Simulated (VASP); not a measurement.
Set up this calculation in VASP 6.6.1, as the native input.

* Task: dielectric tensor
* Functional: r2SCAN
* Potentials or basis: VASP PAW PBE potentials, release 64 (Sr_sv, Ti_sv, O)
* Cutoff: 520 eV
* k mesh: 6 × 6 × 6
* Occupations: gaussian, width 0.01 eV
* Spin: no spin polarisation
* Dipole correction: no
* Further INCAR settings: ALGO = Normal; EDIFF = 1e-08

The structure of SrTiO3 lies in POSCAR:

```
SrTiO3
1.0
    3.8287144715      0.0000000000      0.0000000000
    0.0000000000      3.8287144715      0.0000000000
    0.0000000000      0.0000000000      3.8287144715
Sr Ti O
1 1 3
Direct
    0.0000000000      0.0000000000      0.0000000000
    0.5000000000      0.5000000000      0.5000000000
    0.5000000000      0.5000000000      0.0000000000
    0.5000000000      0.0000000000      0.5000000000
    0.0000000000      0.5000000000      0.5000000000
```

This cell differs from its parent crystal: strain -2.0%.

The input as run:

INCAR

```
ALGO = Normal
EDIFF = 1E-8
ENCUT = 520
ISIF = 2
ISMEAR = 0
LASPH = T
LCALCEPS = T
LCHARG = F
LMIXTAU = T
LREAL = F
LWAVE = F
METAGGA = R2SCAN
NELM = 60
PREC = Accurate
SIGMA = 0.01
```

KPOINTS

```
k-points
0
Gamma
  6 6 6
```

Potentials or basis: VASP PAW PBE potentials, release 64 (Sr_sv, Ti_sv, O).

The run is started by

```sh
$ cat potpaw_PBE.64/Sr_sv/POTCAR potpaw_PBE.64/Ti_sv/POTCAR potpaw_PBE.64/O/POTCAR > POTCAR
$ mpirun -np 1 vasp_std > vasp.out
```

Results of the run:

```json
{
  "Band gap on the k mesh": "2.40 eV (least direct gap 2.75 eV)",
  "Electronic dielectric tensor (diagonal)": "5.52",
  "Born charges (mean of the diagonal)": "Sr +2.53; Ti +7.06; O -3.20 e"
}
```

Caveat: the cell differs from its parent crystal (strain -2.0%).

It took 23 min on 1 thread of Intel(R) Xeon(R) 6975P-C (Granite Rapids), with other jobs on the host, peak memory 0.36 GiB.
